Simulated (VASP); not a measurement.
# Rh (Pm-3m) in VASP: a series of runs, part 2 of 2

VASP 6.6.1. Earlier steps stand in the parts before.

## Step 5: Single point, PBE, collinear spin, ferromagnetic start

This run uses another cell than the first one, of 16.73 Å³/atom.

INCAR

```
PREC = Accurate
ENCUT = 500
EDIFF = 1E-6
ISMEAR = 0
SIGMA = 0.1
LREAL = False
LASPH = True
NELM = 200
ALGO = Normal
ISIF = 2
LWAVE = False
LCHARG = False
ISPIN = 2
MAGMOM = 1 1 1
LORBIT = 11
LMAXMIX = 4
GGA = PE
NBANDS = 34
GGA_COMPAT = False
```

KPOINTS

```
regular mesh
0
Gamma
  6 6 6
```

POSCAR

```
Rh
1.0
    3.6888579851      0.0000000000      0.0000000000
    0.0000000000      3.6888579851      0.0000000000
    0.0000000000      0.0000000000      3.6888579851
Rh
3
Direct
    0.5000000000      0.0000000000      0.0000000000
    0.0000000000      0.5000000000      0.0000000000
    0.0000000000      0.0000000000      0.5000000000
```

Potentials or basis: VASP PAW PBE potentials, release 64 (Rh_pv).

The run is started by

```bash
> cat potpaw_PBE.64/Rh_pv/POTCAR > POTCAR
> mpirun -np 1 vasp_std > vasp.out
```

OUTCAR:

```text
PREC = Accurate
   ENCUT = 500
   EDIFF = 1E-6
   ISMEAR = 0
   LREAL = False
   LASPH = True
   NELM = 200
   ISIF = 2
   ISPIN = 2
   LORBIT = 11
   GGA = PE

 ion  position               nearest neighbor table
   1  0.500  0.000  0.000-   2 2.61   3 2.61   3 2.61   2 2.61   2 2.61   3 2.61   3 2.61   2 2.61

   2  0.000  0.500  0.000-   1 2.61   3 2.61   3 2.61   1 2.61   3 2.61   3 2.61   1 2.61   1 2.61

   3  0.000  0.000  0.500-   1 2.61   2 2.61   1 2.61   2 2.61   2 2.61   2 2.61   1 2.61   1 2.61

  LATTYP: Found a simple cubic cell.
 ALAT       =     3.6888579851

  Lattice vectors:

 A1 = (   3.6888579851,   0.0000000000,   0.0000000000)
 A2 = (   0.0000000000,   3.6888579851,   0.0000000000)
 A3 = (   0.0000000000,   0.0000000000,   3.6888579851)

Analysis of symmetry for initial positions (statically):
=====================================================================
 Subroutine PRICEL returns:
 Original cell was already a primitive cell.

[... 1672 lines left out ...]

------------------------ aborting loop because EDIFF is reached ----------------------------------------

  FORCE on cell =-STRESS in cart. coord.  units (eV):
  Direction    XX          YY          ZZ          XY          YZ          ZX
  --------------------------------------------------------------------------------------
  -------------------------------------------------------------------------------------
  Total        0.1151601      0.1151601      0.1151601     -0.0000000      0.0000000     -0.0000000
  in kB        3.6756720      3.6756720      3.6756720     -0.0000000      0.0000000     -0.0000000
  external PRESSURE =       3.6756720 kB  Pullay stress =       0.0000000 kB

 VOLUME and BASIS-vectors are now :
 -----------------------------------------------------------------------------
  energy-cutoff  :      500.00
  volume of cell :       50.20
      direct lattice vectors                 reciprocal lattice vectors
     3.688857985  0.000000000  0.000000000     0.271086608  0.000000000  0.000000000
     0.000000000  3.688857985  0.000000000     0.000000000  0.271086608  0.000000000
     0.000000000  0.000000000  3.688857985     0.000000000  0.000000000  0.271086608

 POSITION                                       TOTAL-FORCE (eV/Angst)
 -----------------------------------------------------------------------------------
      1.84443      0.00000      0.00000         0.000000      0.000000      0.000000
      0.00000      1.84443      0.00000         0.000000      0.000000      0.000000
      0.00000      0.00000      1.84443         0.000000      0.000000      0.000000
 -----------------------------------------------------------------------------------
    total drift:                               -0.000000      0.000000     -0.000000

  FREE ENERGIE OF THE ION-ELECTRON SYSTEM (eV)
  ---------------------------------------------------
  free  energy   TOTEN  =       -19.7592032890 eV

  energy  without entropy=      -19.7347375303  energy(sigma->0) =      -19.74697041

 total charge

# of ion       s       p       d       tot
------------------------------------------
    1        0.417   6.227   7.121  13.765
    2        0.417   6.227   7.121  13.765
    3        0.417   6.227   7.121  13.765
--------------------------------------------------
tot          1.250  18.681  21.362  41.294

 magnetization (x)

# of ion       s       p       d       tot
------------------------------------------
    1        0.003   0.000   0.338   0.341
    2        0.003   0.000   0.338   0.341
    3        0.003   0.000   0.338   0.341
--------------------------------------------------
tot          0.010   0.001   1.014   1.024
```

OSZICAR:

```text
N       E                     dE             d eps       ncg     rms          rms(c)
DAV:   1     0.539298980478E+03    0.53930E+03   -0.27059E+04  2736   0.145E+03
DAV:   2    -0.546070011825E+01   -0.54476E+03   -0.52514E+03  2788   0.467E+02
DAV:   3    -0.204765743900E+02   -0.15016E+02   -0.14747E+02  3114   0.877E+01
DAV:   4    -0.206004827285E+02   -0.12391E+00   -0.12387E+00  3036   0.798E+00
DAV:   5    -0.206025898590E+02   -0.21071E-02   -0.21071E-02  3106   0.108E+00    0.148E+01
DAV:   6    -0.197722613302E+02    0.83033E+00   -0.24476E+00  2960   0.130E+01    0.570E+00
DAV:   7    -0.197638117139E+02    0.84496E-02   -0.62913E-02  2948   0.181E+00    0.296E+00
DAV:   8    -0.197567210820E+02    0.70906E-02   -0.14828E-02  3096   0.110E+00    0.127E+00
DAV:   9    -0.197587045971E+02   -0.19835E-02   -0.25096E-03  2990   0.428E-01    0.252E-01
DAV:  10    -0.197590590835E+02   -0.35449E-03   -0.20246E-04  3042   0.110E-01    0.113E-01
DAV:  11    -0.197591807669E+02   -0.12168E-03   -0.15027E-04  2836   0.755E-02    0.694E-02
DAV:  12    -0.197592013215E+02   -0.20555E-04   -0.96005E-05  3030   0.624E-02    0.163E-02
DAV:  13    -0.197592029941E+02   -0.16726E-05   -0.61739E-06  2842   0.179E-02    0.677E-03
DAV:  14    -0.197592032890E+02   -0.29489E-06   -0.96320E-07  2022   0.555E-03
   1 F= -.19759203E+02 E0= -.19746970E+02  d E =-.244658E-01  mag=     1.0330
```

stdout:

```text
POSCAR found type information on POSCAR Rh
 POSCAR found :  1 types and       3 ions
 scaLAPACK will be used
 LDA part: xc-table for (Slater+PW92), standard interpolation
 POSCAR, INCAR and KPOINTS ok, starting setup
 FFT: planning ... GRIDC
 FFT: planning ... GRID_SOFT
 FFT: planning ... GRID
 WAVECAR not read
 entering main loop
```

Wall time 94 s (1 thread of Intel Xeon 8259CL, shared host); peak memory 0.19 GiB.

Results:

* Free energy: -19.7592 eV
* Pressure: 0.4 GPa
* Band gap on the k mesh: zero (filled and empty bands overlap)
* Net moment: 1.03 μB per cell
* Site moments: Rh +0.34 μB
* Valence electrons inside the program's atomic spheres: Rh 13.77

## Step 6: Single point, PBE, collinear spin, ferromagnetic start

This run uses another cell than the first one, of 16.72 Å³/atom.

INCAR

```
SYSTEM = Rh
PREC = Accurate
ENCUT = 500
EDIFF = 1E-6
ISMEAR = 0
SIGMA = 0.1
LREAL = .False.
LASPH = .True.
NELM = 200
ALGO = Normal
ISIF = 2
LWAVE = .False.
LCHARG = .True.
ISPIN = 2
MAGMOM = 0.36 0.36 0.36
LORBIT = 11
LMAXMIX = 4
GGA = PE
LELF = .True.
LVHAR = .True.
NBANDS = 34
GGA_COMPAT = .False.
```

KPOINTS

```
Automatic mesh
0
Gamma
  12 12 12
  0 0 0
```

POSCAR

```
Rh
1.0
    3.6880809561      0.0000000000      0.0000000000
    0.0000000000      3.6880809561      0.0000000000
    0.0000000000      0.0000000000      3.6880809561
Rh
3
Direct
    0.5000000000      0.0000000000      0.0000000000
    0.0000000000      0.5000000000      0.0000000000
    0.0000000000      0.0000000000      0.5000000000
```

Potentials or basis: VASP PAW PBE potentials, release 64 (Rh_pv).

The run is started by

```bash
> cat potpaw_PBE.64/Rh_pv/POTCAR > POTCAR
> mpirun -np 1 vasp_std > vasp.out
```

OUTCAR:

```text
SYSTEM = Rh
   PREC = Accurate
   ENCUT = 500
   EDIFF = 1E-6
   ISMEAR = 0
   LREAL = .False.
   LASPH = .True.
   NELM = 200
   ISIF = 2
   ISPIN = 2
   LORBIT = 11
   GGA = PE

 ion  position               nearest neighbor table
   1  0.500  0.000  0.000-   2 2.61   3 2.61   3 2.61   2 2.61   2 2.61   3 2.61   3 2.61   2 2.61

   2  0.000  0.500  0.000-   1 2.61   3 2.61   3 2.61   1 2.61   3 2.61   3 2.61   1 2.61   1 2.61

   3  0.000  0.000  0.500-   1 2.61   2 2.61   1 2.61   2 2.61   2 2.61   2 2.61   1 2.61   1 2.61

  LATTYP: Found a simple cubic cell.
 ALAT       =     3.6880809561

  Lattice vectors:

 A1 = (   3.6880809561,   0.0000000000,   0.0000000000)
 A2 = (   0.0000000000,   3.6880809561,   0.0000000000)
 A3 = (   0.0000000000,   0.0000000000,   3.6880809561)

Analysis of symmetry for initial positions (statically):
=====================================================================
 Subroutine PRICEL returns:
 Original cell was already a primitive cell.

 Routine SETGRP: Setting up the symmetry group for a
 simple cubic supercell.

 Subroutine GETGRP returns: Found 48 space group operations
 (whereof 48 operations were pure point group operations)
 out of a pool of 48 trial point group operations.

The static configuration has the point symmetry O_h .

Analysis of symmetry for dynamics (positions and initial velocities):
=====================================================================
 Subroutine PRICEL returns:
 Original cell was already a primitive cell.

 Routine SETGRP: Setting up the symmetry group for a
 simple cubic supercell.

 Subroutine GETGRP returns: Found 48 space group operations
 (whereof 48 operations were pure point group operations)
 out of a pool of 48 trial point group operations.

The dynamic configuration has the point symmetry O_h .

Analysis of structural, dynamic, and magnetic symmetry:
=====================================================================
 Subroutine PRICEL returns:
 Original cell was already a primitive cell.

[... 152 lines left out ...]
  ext. energy  EPLUGINS =         0.00000000
  ---------------------------------------------------
  free energy    TOTEN  =       -19.75906704 eV

  energy without entropy =      -19.72710431  energy(sigma->0) =      -19.74308568

 E-fermi :   8.6036     XC(G=0): -12.5626

 val. band max:        8.6022131267   @ k =   0.5000   0.5000   0.0833
 cond. band min:       8.6066035179   @ k =   0.2500   0.0833   0.0833
 fundamental gap:      0.0043903912
 Fermi energy:         8.6035645708

 spin component 1

 k-point     1 :       0.0000    0.0000    0.0000
  band No.  band energies     occupation
      1     -38.0820      1.00000
      2     -38.0820      1.00000
      3     -38.0820      1.00000
      4     -37.5186      1.00000
      5     -37.5186      1.00000
      6     -37.5186      1.00000
[... 877 lines left out ...]
     33      25.1878      0.00000
     34      25.4941      0.00000

 [... further k-points ...]

 spin component 2

 k-point     1 :       0.0000    0.0000    0.0000
  band No.  band energies     occupation
      1     -37.9780      1.00000
      2     -37.9780      1.00000
      3     -37.9780      1.00000
      4     -37.3993      1.00000
      5     -37.3993      1.00000
      6     -37.3993      1.00000
[... 877 lines left out ...]
     33      25.2253      0.00000
     34      25.5309      0.00000

 [... further k-points ...]
[... 5 lines left out ...]
  --------------------------------------------------------------------------------------
  -------------------------------------------------------------------------------------
  Total        0.0346925      0.0346925      0.0346925      0.0000000     -0.0000000      0.0000000
  in kB        1.1080141      1.1080141      1.1080141      0.0000000     -0.0000000      0.0000000
  external PRESSURE =       1.1080141 kB  Pullay stress =       0.0000000 kB

 VOLUME and BASIS-vectors are now :
 -----------------------------------------------------------------------------
  energy-cutoff  :      500.00
  volume of cell :       50.17
      direct lattice vectors                 reciprocal lattice vectors
     3.688080956  0.000000000  0.000000000     0.271143723  0.000000000  0.000000000
     0.000000000  3.688080956  0.000000000     0.000000000  0.271143723  0.000000000
     0.000000000  0.000000000  3.688080956     0.000000000  0.000000000  0.271143723

 POSITION                                       TOTAL-FORCE (eV/Angst)
 -----------------------------------------------------------------------------------
      1.84404      0.00000      0.00000         0.000000      0.000000      0.000000
      0.00000      1.84404      0.00000         0.000000      0.000000      0.000000
      0.00000      0.00000      1.84404         0.000000      0.000000      0.000000
 -----------------------------------------------------------------------------------
    total drift:                               -0.000000      0.000000     -0.000000

  FREE ENERGIE OF THE ION-ELECTRON SYSTEM (eV)
  ---------------------------------------------------
  free  energy   TOTEN  =       -19.7590670383 eV

  energy  without entropy=      -19.7271043119  energy(sigma->0) =      -19.74308568

 total charge

# of ion       s       p       d       tot
------------------------------------------
    1        0.415   6.226   7.126  13.767
    2        0.415   6.226   7.126  13.767
    3        0.415   6.226   7.126  13.767
--------------------------------------------------
tot          1.246  18.677  21.377  41.300

 magnetization (x)

# of ion       s       p       d       tot
------------------------------------------
    1        0.000  -0.000   0.141   0.141
    2        0.000  -0.000   0.141   0.141
    3        0.000  -0.000   0.141   0.141
--------------------------------------------------
tot          0.001  -0.001   0.423   0.423
```

OSZICAR:

```text
N       E                     dE             d eps       ncg     rms          rms(c)
DAV:   1     0.538813341413E+03    0.53881E+03   -0.26806E+04 11456   0.143E+03
DAV:   2    -0.596062743571E+01   -0.54477E+03   -0.52467E+03 11776   0.467E+02
DAV:   3    -0.206264837938E+02   -0.14666E+02   -0.14452E+02 13020   0.873E+01
DAV:   4    -0.207467624625E+02   -0.12028E+00   -0.12024E+00 12762   0.787E+00
DAV:   5    -0.207488132671E+02   -0.20508E-02   -0.20507E-02 13184   0.106E+00    0.142E+01
DAV:   6    -0.197902054355E+02    0.95861E+00   -0.25300E+00 12430   0.131E+01    0.564E+00
DAV:   7    -0.197653608855E+02    0.24845E-01   -0.40428E-02 12664   0.128E+00    0.286E+00
DAV:   8    -0.197576663000E+02    0.76946E-02   -0.95952E-03 12608   0.779E-01    0.618E-01
DAV:   9    -0.197589879143E+02   -0.13216E-02   -0.92299E-04 12780   0.274E-01    0.803E-02
DAV:  10    -0.197590107664E+02   -0.22852E-04   -0.69546E-05 12488   0.545E-02    0.438E-02
DAV:  11    -0.197590404430E+02   -0.29677E-04   -0.32034E-05 12058   0.351E-02    0.199E-02
DAV:  12    -0.197590515749E+02   -0.11132E-04   -0.93788E-06 11552   0.188E-02    0.178E-02
DAV:  13    -0.197590581225E+02   -0.65476E-05   -0.74706E-06 10664   0.156E-02    0.127E-02
DAV:  14    -0.197590626205E+02   -0.44980E-05   -0.93808E-06 10828   0.170E-02    0.747E-03
DAV:  15    -0.197590649793E+02   -0.23587E-05   -0.38204E-06 10202   0.108E-02    0.587E-03
DAV:  16    -0.197590668247E+02   -0.18454E-05   -0.65156E-06 10506   0.137E-02    0.185E-03
DAV:  17    -0.197590670383E+02   -0.21356E-06   -0.92954E-07  6760   0.571E-03
   1 F= -.19759067E+02 E0= -.19743086E+02  d E =-.319627E-01  mag=     0.4226
```

Wall time 5.9 min (1 thread of Intel Xeon 8259CL, shared host); peak memory 0.3 GiB.

Results:

```yaml
Free_energy: -19.7591 eV
Pressure: 0.1 GPa
Net_moment: 0.42 μB per cell
Site_moments: Rh +0.14 μB
Valence_electrons_inside_the_program's_atomic_spheres: Rh 13.77
```

Levels at points of the mesh, in eV from the Fermi level:
Spin up:
```tsv
k point	band 20	band 21	band 22	band 23	band 24	band 25	band 26	band 27
(0.00, 0.00, 0.00)	0.25	0.25	1.47	1.81	1.81	1.81	5.29	5.29
(0.50, 0.00, 0.00)	-1.18	-0.80	-0.65	-0.65	-0.38	0.40	1.82	9.92
(0.50, 0.50, 0.00)	-1.40	-1.40	-1.25	-0.59	0.01	0.96	2.97	4.61
(0.50, 0.50, 0.50)	-0.10	-0.10	1.33	1.40	1.40	1.40	2.96	2.96
```
Spin down:
| k point | band 20 | band 21 | band 22 | band 23 | band 24 | band 25 |
| --- | --- | --- | --- | --- | --- | --- |
| (0.00, 0.00, 0.00) | 0.38 | 0.38 | 1.55 | 1.90 | 1.90 | 1.90 |
| (0.50, 0.00, 0.00) | -1.10 | -0.74 | -0.52 | -0.52 | -0.29 | 0.52 |
| (0.50, 0.50, 0.00) | -1.29 | -1.29 | -1.18 | -0.52 | 0.18 | 1.03 |
| (0.50, 0.50, 0.50) | 0.07 | 0.07 | 1.34 | 1.49 | 1.49 | 1.49 |

## Step 7: The runs side by side

```tsv
task	spin	cell	k mesh	gap on the mesh (eV)	pressure (GPa)	moment (μB)
single point	off	a = 3.539 Å, 3 atoms	6 × 6 × 6	none	31.6	-
single point	off	a = 3.689 Å, 3 atoms	6 × 6 × 6	none	0.1	-
relaxation of cell and atoms	off	relaxed from a = 3.539 Å, 3 atoms	6 × 6 × 6	none	0.0	-
single point	collinear, ferromagnetic start	a = 3.689 Å, 3 atoms	6 × 6 × 6	none	0.4	1.03
single point	collinear, ferromagnetic start	a = 3.688 Å, 3 atoms	12 × 12 × 12	none	0.1	0.42
```

Alike in all rows: level PBE; potentials or basis VASP PAW PBE potentials, release 64 (Rh_pv); cutoff (eV) 500; smearing gaussian 0.1 eV.

Caveats: the cell stands under pressure (at least some runs).

Absolute energies hang on the potentials; compare differences alone.
